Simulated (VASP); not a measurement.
# TaH5 (F-43m) in VASP: further runs, part 2 of 3

VASP 6.6.1. The steps go on from the part before.

### Step 4. Relaxation of cell and atoms, PBE

This run uses another cell than the first one, of 9.28 Å³/atom.

INCAR reads:

```
SYSTEM = TaH5
PREC = Accurate
ENCUT = 600
EDIFF = 1E-6
ISMEAR = 0
SIGMA = 0.1
LREAL = .False.
LASPH = .True.
NELM = 80
ALGO = Normal
ISIF = 3
LWAVE = .False.
LCHARG = .False.
GGA = PE
IBRION = 2
NSW = 90
EDIFFG = -0.04
```

KPOINTS reads:

```
Automatic mesh
0
Gamma
  6 6 6
  0 0 0
```

POSCAR reads:

```
TaH5
1.0
    0.0000000000      3.0312118400      3.0312118400
    3.0312118400      0.0000000000      3.0312118400
    3.0312118400      3.0312118400      0.0000000000
Ta H
1 5
Direct
    0.0000000000      0.0000000000      0.0000000000
    0.7500000000      0.7500000000      0.7500000000
    0.3750000000      0.3750000000      0.8750000000
    0.3750000000      0.8750000000      0.3750000000
    0.8750000000      0.3750000000      0.3750000000
    0.3750000000      0.3750000000      0.3750000000
```

Potentials or basis: VASP PAW PBE potentials, release 64 (Ta_pv, H).

Run with:

```
> cat potpaw_PBE.64/Ta_pv/POTCAR potpaw_PBE.64/H/POTCAR > POTCAR
> mpirun -np 1 vasp_std > vasp.out
```

OUTCAR:

```text
SYSTEM = TaH5
   PREC = Accurate
   ENCUT = 600
   EDIFF = 1E-6
   ISMEAR = 0
   LREAL = .False.
   LASPH = .True.
   NELM = 80
   ISIF = 3
   GGA = PE
   IBRION = 2
   NSW = 90
   EDIFFG = -0.04

 ion  position               nearest neighbor table
   1  0.000  0.000  0.000-
   2  0.750  0.750  0.750-
   3  0.375  0.375  0.875-
   4  0.375  0.875  0.375-
   5  0.875  0.375  0.375-
   6  0.375  0.375  0.375-

  LATTYP: Found a face centered cubic cell.
 ALAT       =     6.0624236800

  Lattice vectors:

 A1 = (   0.0000000000,   3.0312118400,   3.0312118400)
 A2 = (   3.0312118400,   0.0000000000,   3.0312118400)
 A3 = (   3.0312118400,   3.0312118400,   0.0000000000)

Analysis of symmetry for initial positions (statically):
=====================================================================
 Subroutine PRICEL returns:
 Original cell was already a primitive cell.

 Routine SETGRP: Setting up the symmetry group for a
 face centered cubic supercell.

 Subroutine GETGRP returns: Found 24 space group operations
 (whereof 24 operations were pure point group operations)
 out of a pool of 48 trial point group operations.

The static configuration has the point symmetry T_d .

Analysis of symmetry for dynamics (positions and initial velocities):
=====================================================================
 Subroutine PRICEL returns:
 Original cell was already a primitive cell.

 Routine SETGRP: Setting up the symmetry group for a
 face centered cubic supercell.

 Subroutine GETGRP returns: Found 24 space group operations
 (whereof 24 operations were pure point group operations)
 out of a pool of 48 trial point group operations.

The dynamic configuration has the point symmetry T_d .

 Subroutine INISYM returns: Found 24 space group operations
 (whereof 24 operations are pure point group operations),
 and found     1 'primitive' translations

----------------------------------------------------------------------------------------

                                     Primitive cell

  volume of cell :      55.7030

  direct lattice vectors                    reciprocal lattice vectors
     0.000000000  3.031211840  3.031211840    -0.164950530  0.164950530  0.164950530
     3.031211840  0.000000000  3.031211840     0.164950530 -0.164950530  0.164950530
     3.031211840  3.031211840  0.000000000     0.164950530  0.164950530 -0.164950530

  length of vectors
     4.286780895  4.286780895  4.286780895     0.285702699  0.285702699  0.285702699

  position of ions in fractional coordinates (direct lattice)
     0.000000000  0.000000000  0.000000000
     0.750000000  0.750000000  0.750000000
     0.375000000  0.375000000  0.875000000
     0.375000000  0.875000000  0.375000000
     0.875000000  0.375000000  0.375000000
     0.375000000  0.375000000  0.375000000

  ion indices of the primitive-cell ions
   primitive index   ion index
                 1           1
                 2           2
                 3           3
                 4           4
                 5           5
                 6           6

----------------------------------------------------------------------------------------

 KPOINTS: Automatic mesh

Automatic generation of k-mesh.
 Grid dimensions read from file:
 generate k-points for:    6    6    6

 Generating k-lattice:

  Cartesian coordinates                     Fractional coordinates (reciprocal lattice)
    -0.027491755  0.027491755  0.027491755     0.166666667  0.000000000  0.000000000
     0.027491755 -0.027491755  0.027491755     0.000000000  0.166666667  0.000000000
     0.027491755  0.027491755 -0.027491755     0.000000000  0.000000000  0.166666667

  Length of vectors
     0.047617116  0.047617116  0.047617116

  Shift w.r.t. Gamma in fractional coordinates (k-lattice)
     0.000000000  0.000000000  0.000000000

 Subroutine IBZKPT returns following result:
 ===========================================

 Found     16 irreducible k-points:

 Following reciprocal coordinates:
            Coordinates               Weight
  0.000000  0.000000  0.000000      1.000000
  0.166667  0.000000  0.000000      8.000000
  0.333333  0.000000  0.000000      8.000000
  0.500000  0.000000  0.000000      4.000000
  0.166667  0.166667  0.000000      6.000000
  0.333333  0.166667  0.000000     24.000000
[... 8 lines left out ...]
 -0.333333  0.333333  0.166667     24.000000
 -0.333333  0.500000  0.166667     12.000000
   k-points           NKPTS =     16   k-points in BZ     NKDIM =     16   number of bands    NBANDS=     12
   number of dos      NEDOS =    301   number of ions     NIONS =      6
   total plane-waves  NPLWV =  46656
   dimension x,y,z NGX =    36 NGY =   36 NGZ =   36
   dimension x,y,z NGXF=    72 NGYF=   72 NGZF=   72
   ions per type =               1   5
   NGX,Y,Z   is equivalent  to a cutoff of  13.96, 13.96, 13.96 a.u.
   NGXF,Y,Z  is equivalent  to a cutoff of  27.92, 27.92, 27.92 a.u.
 SYSTEM =  TaH5
   PREC   = accura    normal or accurate (medium, high low for compatibility)
   ISTART =      0    job   : 0-new  1-cont  2-samecut
   ICHARG =      2    charge: 1-file 2-atom 10-const
   ISPIN  =      1    spin polarized calculation?
   LNONCOLLINEAR =      F non collinear calculations
   LSORBIT =      F    spin-orbit coupling
   LASPH  =      T    aspherical Exc in radial PAW
   ENCUT  =  600.0 eV  44.10 Ry    6.64 a.u.   8.56  8.56  8.56*2*pi/ulx,y,z
   NELM   =     80;   NELMIN=  2; NELMDL= -5     # of ELM steps
   EDIFF  = 0.1E-05   stopping-criterion for ELM
   LREAL  =      F    real-space projection
   EDIFFG = -.4E-01   stopping-criterion for IOM
   NSW    =     90    number of steps for IOM
   IBRION =      2    ionic relax: 0-MD 1-quasi-New 2-CG
   NFREE  =      1    steps in history (QN), initial steepest desc. (CG)
   ISIF   =      3    stress and relaxation
   ISYM   =      2    0-nonsym 1-usesym 2-fastsym
   POTIM  = 0.5000    time-step for ionic-motion
   TEBEG  =    0.0;   TEEND  =   0.0 temperature during run
   PSTRESS=    0.0 pullay stress
   NELECT =      16.0000    total number of electrons
   NUPDOWN=      -1.0000    fix difference up-down
   EMIN   =  10.00;   EMAX   =-10.00  energy-range for DOS
   EFERMI =   0.00;   METHOD = LEGACY
   ISMEAR =     0;   SIGMA  =   0.10  broadening in eV -4-tet -1-fermi 0-gaus
   EFERMI_NEDOS =   21; number of points for ismear=-14 and -15
   IALGO  =     38    algorithm
   IMIX   =      4    mixing-type and parameters
     AMIX     =   0.40;   BMIX     =  1.00
     AMIX_MAG =   1.60;   BMIX_MAG =  1.00
  volume/ion in A,a.u.               =       9.28        62.65
  Fermi-wavevector in a.u.,A,eV,Ry     =   1.080161  2.041209 15.874571  1.166748
  Thomas-Fermi vector in A             =   2.216145
   LORBIT       =      0    0 simple, 1 ext, 2 COOP (PROOUT), +10 PAW based schemes
   GGA     = PE    functional components
   LHFCALC =     F    Hartree Fock is set to
   AEXX    =    0.0000 exact exchange contribution
   IVDW    =     0    specifies the selected vdW correction
   LEPSILON=     F    determine dielectric tensor
   LRPA    =     F    only Hartree local field effects (RPA)
 conjugate gradient relaxation of ions
 non-spin polarized calculation
 Gauss-broadening in eV      SIGMA  =   0.10
  energy-cutoff  :      600.00
  volume of cell :       55.70
 maximum number of plane-waves:      1874
 NGX is ok and might be reduce to    36
   NGX = 17   NGY = 17   NGZ = 17

--------------------------------------- Ionic step        1  -------------------------------------------

 number of electron      16.0000000 magnetization

 Free energy of the ion-electron system (eV)
  ---------------------------------------------------
  ext. energy  EPLUGINS =         0.00000000
  ---------------------------------------------------
  free energy    TOTEN  =       -22.03297758 eV

  energy without entropy =      -22.01945439  energy(sigma->0) =      -22.02621599

 E-fermi :   1.0001     XC(G=0):  -9.6477

 val. band max:        0.9874937659   @ k =   0.1667   0.0000   0.0000
 cond. band min:       1.0242636112   @ k =  -0.1667   0.1667   0.0000
 fundamental gap:      0.0367698454
 Fermi energy:         1.0001374645

 k-point     1 :       0.0000    0.0000    0.0000
  band No.  band energies     occupation
      1     -35.3135      2.00000
      2     -35.3135      2.00000
      3     -35.3135      2.00000
      4      -7.7103      2.00000
      5      -0.5109      2.00000
      6      -0.5109      2.00000
      7      -0.5109      2.00000
      8       0.6286      2.00000
      9       1.0673      0.34194
     10       1.0673      0.34194
     11       3.1856      0.00000
     12       3.1856      0.00000
[... 787 lines left out ...]
  energy  without entropy=      -26.3038352557  energy(sigma->0) =      -26.30531601

--------------------------------------- Ionic step        9  -------------------------------------------

 number of electron      16.0000001 magnetization

 Free energy of the ion-electron system (eV)
  ---------------------------------------------------
  ext. energy  EPLUGINS =         0.00000000
  ---------------------------------------------------
  free energy    TOTEN  =       -26.30852730 eV

  energy without entropy =      -26.30557204  energy(sigma->0) =      -26.30704967

 E-fermi :   5.3476     XC(G=0): -12.1210

 val. band max:        5.3178606321   @ k =  -0.1667   0.1667   0.0000
 cond. band min:       5.4996142493   @ k =   0.0000   0.0000   0.0000
 fundamental gap:      0.1817536171
 Fermi energy:         5.3475719298

 k-point     1 :       0.0000    0.0000    0.0000
  band No.  band energies     occupation
      1     -30.1491      2.00000
      2     -30.1491      2.00000
      3     -30.1491      2.00000
      4      -8.3285      2.00000
      5       2.3189      2.00000
      6       2.3189      2.00000
      7       2.3189      2.00000
      8       4.2693      2.00000
      9       5.4996      0.03154
     10       5.4996      0.03154
     11       8.6674      0.00000
     12       8.6674      0.00000
[... 256 lines left out ...]
  FREE ENERGIE OF THE ION-ELECTRON SYSTEM (eV)
  ---------------------------------------------------
  free  energy   TOTEN  =       -26.3085273016 eV

  energy  without entropy=      -26.3055720359  energy(sigma->0) =      -26.30704967

 reached required accuracy - stopping structural energy minimisation
```

CONTCAR:

```text
TaH5
   1.00000000000000
     0.0000000000000000    2.4890375764895039    2.4890375764895039
     2.4890375764895039   -0.0000000000000000    2.4890375764895039
     2.4890375764895039    2.4890375764895039    0.0000000000000000
  Ta              H
     1     5
Direct
     0.0000000000000000    0.0000000000000000    0.0000000000000000
     0.7500000000000000    0.7500000000000000    0.7500000000000000
     0.3744544408529368    0.3744544408529368    0.8766366774411894
     0.3744544408529368    0.8766366774411894    0.3744544408529368
     0.8766366774411894    0.3744544408529368    0.3744544408529368
     0.3744544408529368    0.3744544408529368    0.3744544408529368

  0.00000000E+00  0.00000000E+00  0.00000000E+00
  0.00000000E+00  0.00000000E+00  0.00000000E+00
  0.00000000E+00  0.00000000E+00  0.00000000E+00
  0.00000000E+00  0.00000000E+00  0.00000000E+00
  0.00000000E+00  0.00000000E+00  0.00000000E+00
  0.00000000E+00  0.00000000E+00  0.00000000E+00
```

Run time: 2.8 min. Hardware: 1 thread of Intel Xeon 8259CL, shared host; peak memory 0.23 GiB.

Results:

- Free energy: -26.3085 eV
- Relaxed volume: 5.14 Å³/atom
- Relaxed cell: a = 3.520 Å, b = 3.520 Å, c = 3.520 Å, α = 60.00°, β = 60.00°, γ = 60.00°
- Space group after relaxing (to 0.1 Å): F-43m (No. 216)
- Energy gained by relaxing: 712.6 meV/atom
- Ionic steps: 9
- Pressure after relaxing: -0.5 GPa
- Band gap on the k mesh: zero (bands 8 and 9 overlap by 0.58 eV)

Step by step:
```csv
step,energy change (eV),largest force (eV/Å),pressure (GPa),volume (Å³)
1,0.0000,0.3091,-33.73,55.70
2,-3.0010,0.1604,-30.28,41.39
3,-4.1670,0.0468,-12.31,33.35
4,-4.2505,0.1975,6.00,29.89
5,-4.2686,0.1457,-0.65,30.95
6,-4.2669,0.1647,1.77,30.55
7,-4.2731,0.0918,-0.25,30.84
8,-4.2738,0.0573,-1.21,30.98
9,-4.2755,0.0214,-0.47,30.84
```

Final structure:
```yaml
crystal:
  lattice:
    - [0.00000, 2.48904, 2.48904]
    - [2.48904, 0.00000, 2.48904]
    - [2.48904, 2.48904, 0.00000]
  atoms:
    - { symbol: Ta, position: [0.00000, 0.00000, 0.00000] }
    - { symbol: H, position: [0.75000, 0.75000, 0.75000] }
    - { symbol: H, position: [0.37445, 0.37445, 0.87664] }
    - { symbol: H, position: [0.37445, 0.87664, 0.37445] }
    - { symbol: H, position: [0.87664, 0.37445, 0.37445] }
    - { symbol: H, position: [0.37445, 0.37445, 0.37445] }
```

Caveat: the volume moved by over 15 % at a fixed basis, so the end points are rough; spin-orbit coupling is left out, which moves the levels of the heavy elements.

### Step 5. Single point, PBE

INCAR reads:

```
PREC = Accurate ; ENCUT = 520
EDIFF = 1E-6 ; ISMEAR = 0
SIGMA = 0.1 ; LREAL = False
LASPH = True ; NELM = 80
ALGO = Normal ; ISIF = 2
LWAVE = False ; LCHARG = False
GGA = PE ; NBANDS = 17
```

KPOINTS reads:

```
Automatic mesh
0
Gamma
  14 14 14
```

POSCAR reads:

```
TaH5
1.0
    0.0000000000      2.4867897794      2.4867897794
    2.4867897794      0.0000000000      2.4867897794
    2.4867897794      2.4867897794      0.0000000000
Ta H
1 5
Direct
    0.0000000000      0.0000000000      0.0000000000
    0.2500000000      0.2500000000      0.2500000000
    0.6258870664      0.6258870664      0.6258870664
    0.1223388009      0.6258870664      0.6258870664
    0.6258870664      0.6258870664      0.1223388009
    0.6258870664      0.1223388009      0.6258870664
```

Run with:

```
> cat potpaw_PBE.64/Ta_pv/POTCAR potpaw_PBE.64/H/POTCAR > POTCAR
> mpirun -np 1 vasp_std > vasp.out
```

Wall time 91 s (1 thread of Intel Xeon 8259CL, shared host); peak memory 0.19 GiB.

It converged, with:

* Free energy: -26.3196 eV
* Pressure: 0.0 GPa
* Band gap on the k mesh: zero (bands 8 and 9 overlap by 0.74 eV)

Levels at points of the mesh, in eV from the Fermi level:
```tsv
k point	band 4	band 5	band 6	band 7	band 8	band 9	band 10	band 11	band 12	band 13
(0.00, 0.00, 0.00)	-13.45	-2.79	-2.79	-2.79	-0.85	0.40	0.40	3.59	3.59	3.59
(0.50, 0.00, 0.00)	-9.49	-8.43	-3.59	-3.59	-0.64	1.82	1.82	3.14	5.70	5.70
(0.50, 0.50, 0.00)	-8.84	-7.62	-6.37	-0.84	-0.84	1.84	2.39	2.39	3.34	7.89
```

Caveat: spin-orbit coupling is left out, which moves the levels of the heavy elements.

(Part 2 of 3 ends here.)
